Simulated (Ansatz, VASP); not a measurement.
Two plane-wave programs on Yb

INCAR

```
SYSTEM = Yb
PREC = Accurate
ENCUT = 520
EDIFF = 1E-6
ISMEAR = -1
SIGMA = 0.1
LREAL = .FALSE.
LASPH = .TRUE.
NELM = 100
ALGO = Normal
ISIF = 2
LWAVE = .FALSE.
LCHARG = .FALSE.
GGA = RE
NBANDS = 18
```

KPOINTS

```
Automatic mesh
0
G
  12 12 12
  0 0 0
```

Contents of POSCAR:

```
Yb
1.0
   -2.0094934590      2.0094934590      2.0094934590
    2.0094934590     -2.0094934590      2.0094934590
    2.0094934590      2.0094934590     -2.0094934590
Yb
1
Direct
    0.0000000000      0.0000000000      0.0000000000
```

Input for Ansatz:

```yaml
crystal:
  lattice:
    - [-2.009493459, 2.009493459, 2.009493459]
    - [2.009493459, -2.009493459, 2.009493459]
    - [2.009493459, 2.009493459, -2.009493459]
  atoms:
    - { symbol: Yb, position: [0.0, 0.0, 0.0] }
hamiltonian:
  xc: revpbe
  pseudopotentials:
    kind: paw
    azcp:
      Yb: "pseudopotentials/Yb.paw.azcp"
basis:
  ecutwfc: 420
  fft_grid_basis: typed
kpoints:
  mp_grid: { grid: [12, 12, 12], shift: [0, 0, 0] }
magnetization:
  spin_polarized: false
scf:
  occupations: { method: fermi_dirac, width: 0.1 }
  lower_state_search: "off"
output:
  stress: true
  write_density: true
  write_potential: true
  elf: true
  volumetric_format: npy
```

Alike in both runs: task single point; functional revPBE; k mesh 12 × 12 × 12; occupations fermi-dirac, width 0.1 eV; no spin polarisation.

|  | VASP | Ansatz |
| --- | --- | --- |
| version | VASP 6.6.1 | Ansatz 0.2.0 |
| potentials or method | VASP PAW PBE potentials, release 64 (Yb), cutoff 520 eV | plane waves (420 eV) with PAW, scalar-relativistic |
| valence electrons in the cell | 24 | 24 |

Ansatz gave:

```
pressure (GPa) : 2.8
```

Q: What did VASP give for the same quantities?

A: Pressure (GPa): 2.4.

VASP's potentials were made for PBE, not for revPBE.

Spin-orbit coupling is off throughout.
